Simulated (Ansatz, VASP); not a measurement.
Rh: VASP beside Ansatz

```
Rh
1.0
     0.00000    2.81793    2.81793
     2.81793    0.00000    2.81793
     2.81793    2.81793    0.00000
Rh
2
Direct
  0.12500 0.12500 0.12500
  0.87500 0.87500 0.87500
```

Alike in both runs: task single point; functional RPBE; k mesh 11 × 11 × 11; occupations fermi-dirac, width 0.1 eV; no spin polarisation.

|  | VASP | Ansatz |
| --- | --- | --- |
| version | VASP 6.6.1 | Ansatz 0.2.0 |
| potentials or method | VASP PAW PBE potentials, release 64 (Rh_pv), cutoff 520 eV | plane waves (420 eV) with PAW, scalar-relativistic |
| valence electrons in the cell | 30 | 34 |

Ansatz gave:

| Property | Result |
| --- | --- |
| pressure (GPa) | -4.1 |

Question: What did VASP give for the same quantities?

Answer: Pressure (GPa): -4.0.

VASP's potentials were made for PBE, not for RPBE. The functional is the same, so the differences come from potentials, cutoffs and numerics. VASP's potentials hold 30 valence electrons a cell and Ansatz's 34, so a difference there can come from the potentials and not from the codes.
